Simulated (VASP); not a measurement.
A run of VASP 6.6.1 is set up as follows.

INCAR

```
PREC = Accurate ; ENCUT = 500
EDIFF = 1E-6 ; ISMEAR = -1
SIGMA = 0.05 ; LREAL = F
LASPH = T ; NELM = 120
ALGO = Normal ; ISIF = 2
LWAVE = F ; LCHARG = F
GGA = PE ; NBANDS = 35
GGA_COMPAT = F
```

KPOINTS

```
regular mesh
0
Gamma
  4 4 4
```

The input POSCAR:

```
HgGe3
1.0
    4.3795733181      0.0000000000      0.0000000000
    0.0000000000      4.3795733181      0.0000000000
    0.0000000000      0.0000000000      4.3795733181
Hg Ge
1 3
Direct
    0.0000000000      0.0000000000      0.0000000000
    0.0000000000      0.5000000000      0.5000000000
    0.5000000000      0.0000000000      0.5000000000
    0.5000000000      0.5000000000      0.0000000000
```

Potentials or basis: VASP PAW PBE potentials, release 64 (Hg, Ge_d).

Launch:

```bash
$ cat potpaw_PBE.64/Hg/POTCAR potpaw_PBE.64/Ge_d/POTCAR > POTCAR
$ mpirun -np 1 vasp_std > vasp.out
```

**Question.** What does it give for the band gap on the k mesh?

**Answer.** Zero (bands 27 and 28 overlap by 4.62 eV).

**Question.** What does it give for the pressure?

**Answer.** 0.1 GPa.

Caveat: spin-orbit coupling is left out, which moves the levels of the heavy elements.
